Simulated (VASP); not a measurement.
# TaBiO (P4/nmm) in VASP: further runs, part 2 of 2

VASP 6.6.1. Earlier steps stand in the parts before.

## (4) Single point, PBE, collinear spin

This run uses another cell than the first one, of 20.36 Å³/atom.

File INCAR:

```
SYSTEM = TaBiO
PREC     = Accurate       ! precision mode
ENCUT    = 520            ! plane-wave cutoff, eV
EDIFF    = 1E-6           ! SCF threshold, eV
ISMEAR   = 0              ! smearing method
SIGMA    = 0.1            ! smearing width, eV
LREAL    = .False.        ! projectors in reciprocal space
LASPH    = .True.         ! aspherical terms in the spheres
NELM     = 150            ! most SCF steps
ALGO     = Normal         ! electronic algorithm
ISIF     = 2              ! what is computed and relaxed
LWAVE    = .False.        ! write WAVECAR
LCHARG   = .False.        ! write CHGCAR
ISPIN    = 2              ! spin polarisation
MAGMOM   = 1 1 0 0 0 0    ! initial moments
LORBIT   = 11             ! projections on sites
LMAXMIX  = 4              ! l up to which the mixer works
GGA      = PE             ! functional
NBANDS   = 45             ! bands
```

File KPOINTS:

```
Automatic mesh
0
Gamma
  6 6 2
  0 0 0
```

File POSCAR:

```
TaBiO
1.0
    3.5109339361      0.0000000000      0.0000000000
    0.0000000000      3.5109339361      0.0000000000
    0.0000000000      0.0000000000      9.9106068039
Ta Bi O
2 2 2
Direct
    0.0000000000      0.5000000000      0.8784762144
    0.5000000000      0.0000000000      0.1215237856
    0.5000000000      0.0000000000      0.6852519770
    0.0000000000      0.5000000000      0.3147480230
    0.5000000000      0.5000000000      0.0000000000
    0.0000000000      0.0000000000      0.0000000000
```

Potentials or basis: VASP PAW PBE potentials, release 64 (Ta_pv, Bi_d, O).

The run is started by

```
cat potpaw_PBE.64/Ta_pv/POTCAR potpaw_PBE.64/Bi_d/POTCAR potpaw_PBE.64/O/POTCAR > POTCAR
mpirun -np 1 vasp_std > vasp.out
```

OUTCAR:

```text
SYSTEM = TaBiO
   PREC = Accurate
   ENCUT = 520
   EDIFF = 1E-6
   ISMEAR = 0
   LREAL = .False.
   LASPH = .True.
   NELM = 150
   ISIF = 2
   ISPIN = 2
   LORBIT = 11
   GGA = PE

 ion  position               nearest neighbor table
   1  0.000  0.500  0.878-   5 2.13   6 2.13   6 2.13   5 2.13   3 3.14   3 3.14   3 3.14   3 3.14
                             2 3.46   2 3.46   2 3.46   2 3.46
   2  0.500  0.000  0.122-   5 2.13   6 2.13   5 2.13   6 2.13   4 3.14   4 3.14   4 3.14   4 3.14
                             1 3.46   1 3.46   1 3.46   1 3.46
   3  0.500  0.000  0.685-   1 3.14   1 3.14   1 3.14   1 3.14
[... 2123 lines left out ...]
      0.00000      1.75547      8.70623         0.000000     -0.000000     -0.068046
      1.75547      0.00000      1.20437         0.000000     -0.000000      0.068046
      1.75547      0.00000      6.79126        -0.000000     -0.000000     -0.013005
      0.00000      1.75547      3.11934         0.000000     -0.000000      0.013005
      1.75547      1.75547      0.00000         0.000000      0.000000      0.000000
      0.00000      0.00000      0.00000         0.000000     -0.000000      0.000000
 -----------------------------------------------------------------------------------
    total drift:                                0.000000      0.000000      0.000000

  FREE ENERGIE OF THE ION-ELECTRON SYSTEM (eV)
  ---------------------------------------------------
  free  energy   TOTEN  =       -47.0870721487 eV

  energy  without entropy=      -47.0691928866  energy(sigma->0) =      -47.07813252

 total charge

# of ion       s       p       d       tot
------------------------------------------
    1        0.284   6.169   2.192   8.645
    2        0.284   6.169   2.192   8.645
    3        1.517   1.434   9.920  12.871
    4        1.517   1.434   9.920  12.871
    5        1.562   3.527   0.000   5.089
    6        1.562   3.527   0.000   5.089
--------------------------------------------------
tot          6.726  22.262  24.223  53.211

 magnetization (x)

# of ion       s       p       d       tot
------------------------------------------
    1        0.011   0.007   0.488   0.506
    2        0.011   0.007   0.488   0.506
    3       -0.000  -0.031   0.007  -0.024
    4       -0.000  -0.031   0.007  -0.024
    5       -0.000  -0.003   0.000  -0.003
    6       -0.000  -0.003   0.000  -0.003
--------------------------------------------------
tot          0.021  -0.053   0.989   0.957
```

OSZICAR:

```text
N       E                     dE             d eps       ncg     rms          rms(c)
DAV:   1     0.755318969902E+03    0.75532E+03   -0.32534E+04  3600   0.165E+03
DAV:   2     0.408546594276E+02   -0.71446E+03   -0.67785E+03  3688   0.484E+02
DAV:   3    -0.478995785423E+02   -0.88754E+02   -0.84833E+02  4278   0.170E+02
DAV:   4    -0.527250117178E+02   -0.48254E+01   -0.47172E+01  4382   0.384E+01
DAV:   5    -0.529093518307E+02   -0.18434E+00   -0.18367E+00  4756   0.789E+00    0.262E+01
DAV:   6    -0.473015259098E+02    0.56078E+01   -0.20571E+01  3965   0.227E+01    0.104E+01
DAV:   7    -0.471317868415E+02    0.16974E+00   -0.19791E+00  4067   0.770E+00    0.720E+00
DAV:   8    -0.470981522105E+02    0.33635E-01   -0.39620E-01  4060   0.359E+00    0.175E+00
DAV:   9    -0.470884766183E+02    0.96756E-02   -0.32385E-02  4179   0.101E+00    0.420E-01
DAV:  10    -0.470868623043E+02    0.16143E-02   -0.81030E-03  4427   0.500E-01    0.194E-01
DAV:  11    -0.470869955341E+02   -0.13323E-03   -0.15104E-03  4462   0.248E-01    0.630E-02
DAV:  12    -0.470870617630E+02   -0.66229E-04   -0.19783E-04  4085   0.726E-02    0.433E-02
DAV:  13    -0.470870718141E+02   -0.10051E-04   -0.34866E-05  4119   0.292E-02    0.116E-02
DAV:  14    -0.470870721487E+02   -0.33463E-06   -0.42408E-06  3785   0.119E-02
   1 F= -.47087072E+02 E0= -.47078133E+02  d E =-.178793E-01  mag=     1.2879
```

stdout:

```text
POSCAR found type information on POSCAR TaBiO
 POSCAR found :  3 types and       6 ions
 scaLAPACK will be used
 LDA part: xc-table for (Slater+PW92), standard interpolation
 POSCAR, INCAR and KPOINTS ok, starting setup
 FFT: planning ... GRIDC
 FFT: planning ... GRID_SOFT
 FFT: planning ... GRID
 WAVECAR not read
 entering main loop
```

It took 7 min on 1 thread of Intel Xeon 8259CL, shared host; peak memory 0.38 GiB.

Results:

- Free energy: -47.0871 eV
- Pressure: 0.3 GPa
- Largest force: 0.068 eV/Å
- Net moment: 1.29 μB per cell
- Site moments: Ta +0.51; Bi -0.02; O -0.00 μB
- Valence electrons inside the program's atomic spheres: Ta 8.64; Bi 12.87; O 5.09

Forces in eV/Å, atoms in the order of the input:
```
Ta   0.000  0.000 -0.068
Ta   0.000  0.000  0.068
Bi   0.000  0.000 -0.013
Bi   0.000  0.000  0.013
O    0.000  0.000  0.000
O    0.000  0.000  0.000
```

Stress tensor (GPa, compression positive):
```
0.34 0.00 0.00
0.00 0.34 0.00
0.00 0.00 0.17
```

Levels at points of the mesh, in eV from the Fermi level:
Spin up:
```csv
k point,band 30,band 31,band 32,band 33,band 34,band 35
"(0.00, 0.00, 0.00)",-0.10,-0.04,0.06,0.74,0.74,0.85
"(0.50, 0.00, 0.00)",-2.03,-0.37,-0.37,0.39,0.39,1.74
"(0.50, 0.50, 0.00)",-3.51,-1.67,-1.67,0.02,0.02,1.81
"(0.00, 0.00, 0.50)",-0.10,-0.03,0.06,0.75,0.75,0.86
"(0.50, 0.00, 0.50)",-1.90,-0.37,-0.37,0.39,0.39,1.76
"(0.50, 0.50, 0.50)",-3.49,-1.62,-1.62,-0.01,-0.01,1.83
```
Spin down:
| k point | band 29 | band 30 | band 31 | band 32 | band 33 | band 34 | band 35 | band 36 |
| --- | --- | --- | --- | --- | --- | --- | --- | --- |
| (0.00, 0.00, 0.00) | 0.14 | 0.19 | 0.53 | 0.62 | 0.89 | 0.89 | 1.02 | 1.02 |
| (0.50, 0.00, 0.00) | -1.93 | -1.93 | 0.09 | 0.09 | 0.97 | 0.97 | 2.01 | 2.01 |
| (0.50, 0.50, 0.00) | -3.42 | -3.42 | -1.41 | -1.41 | 0.72 | 0.72 | 1.97 | 1.97 |
| (0.00, 0.00, 0.50) | 0.19 | 0.52 | 0.52 | 0.62 | 0.91 | 0.91 | 1.02 | 1.02 |
| (0.50, 0.00, 0.50) | -1.80 | -1.80 | 0.09 | 0.09 | 0.99 | 0.99 | 2.00 | 2.00 |
| (0.50, 0.50, 0.50) | -3.40 | -3.40 | -1.37 | -1.37 | 0.69 | 0.69 | 1.98 | 1.98 |

Caveat: spin-orbit coupling is left out, which moves the levels of the heavy elements.

## (5) The runs side by side

| task | spin | cell | k mesh | cutoff (eV) | smearing | gap on the mesh (eV) | pressure (GPa) | largest force (eV/Å) |
| --- | --- | --- | --- | --- | --- | --- | --- | --- |
| single point | off | a = 3.462, b = 3.462, c = 10.072 Å, 6 atoms, atomic positions A | 3 × 3 × 2 | 520 | gaussian 0.15 eV | none | 0.2 | 0.06 |
| relaxation of cell and atoms | off | relaxed from a = 3.750, b = 3.750, c = 7.720 Å, 6 atoms, atomic positions B | 3 × 3 × 2 | 600 | gaussian 0.15 eV | none | -0.4 | 0.07 |
| single point | collinear | a = 3.511, b = 3.511, c = 9.911 Å, 6 atoms, atomic positions C | 6 × 6 × 2 | 520 | gaussian 0.1 eV | none | 0.3 | 0.07 |

Alike in all rows: level PBE; potentials or basis VASP PAW PBE potentials, release 64 (Ta_pv, Bi_d, O).

Caveats: some runs use coarse meshes; spin-orbit coupling is left out, which moves the levels of the heavy elements; a cell axis changed by over 15 % at a fixed basis, so the end point is rough (at least some runs); the relaxation stopped at a loose force limit of 0.08 eV/Å, so its end isn't a converged minimum (at least some runs).

Absolute energies hang on the potentials; compare differences alone.
